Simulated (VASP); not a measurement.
Write the native input for VASP 6.6.1 that does the following.

| Quantity | Value |
| --- | --- |
| Task | single point |
| Functional | PBE |
| Potentials or basis | VASP PAW PBE potentials, release 64 (Hg, S) |
| Cutoff | 400 eV |
| k mesh | 8 × 6 × 1 |
| Occupations | gaussian, width 0.1 eV |
| Spin | no spin polarisation |
| Dipole correction | yes |
| Further INCAR settings | ALGO = Normal; EDIFF = 1e-06; NBANDS = 56; NELMDL = -8 |

The structure of HgS lies in POSCAR:

```
HgS
1.0
    4.2366241463      0.0000000000      0.0000000000
    0.0000000000      5.9914913264      0.0000000000
    0.0000000000      0.0000000000     23.4732482927
Hg S
5 5
Direct
    0.5000000000      0.4497976865      0.3401638885
    0.0000000000      0.0194695137      0.4044313126
    0.5000000000      0.5063127254      0.4999990918
    0.0000000000      0.0194792976      0.5955598020
    0.5000000000      0.4497917892      0.6598380279
    0.0000000000      0.2556503721      0.3133708722
    0.5000000000      0.7685059949      0.4111496466
    0.0000000000      0.2568465152      0.5000021799
    0.5000000000      0.7685048074      0.5888564555
    0.0000000000      0.2556412980      0.6866287230
```

The input as run:

INCAR

```
SYSTEM = HgS
PREC = Accurate
ENCUT = 400
EDIFF = 1E-6
ISMEAR = 0
SIGMA = 0.1
LREAL = .False.
LASPH = .True.
NELM = 120
ALGO = Normal
ISIF = 2
LWAVE = .False.
LCHARG = .True.
LDIPOL = .True.
IDIPOL = 3
DIPOL = 0.5 0.5 0.500
GGA = PE
LELF = .True.
LVHAR = .True.
LVACPOTAV = .True.
NBANDS = 56
GGA_COMPAT = .False.
NELMDL = -8
```

KPOINTS

```
Automatic mesh
0
Gamma
  8 6 1
  0 0 0
```

Potentials or basis: VASP PAW PBE potentials, release 64 (Hg, S).

Command:

```console
$ cat potpaw_PBE.64/Hg/POTCAR potpaw_PBE.64/S/POTCAR > POTCAR
$ mpirun -np 1 vasp_std > vasp.out
```

Results of the run:

The largest force is 0.053 eV/Å and the band gap on the k mesh is 0.53 eV.

Caveat: spin-orbit coupling is left out, which moves the levels of the heavy elements.

Wall time 14 min on 1 thread of Intel(R) Xeon(R) Platinum 8259CL CPU @ 2.50GHz (Skylake/Cascade Lake) (shared host), peak memory 0.59 GiB.
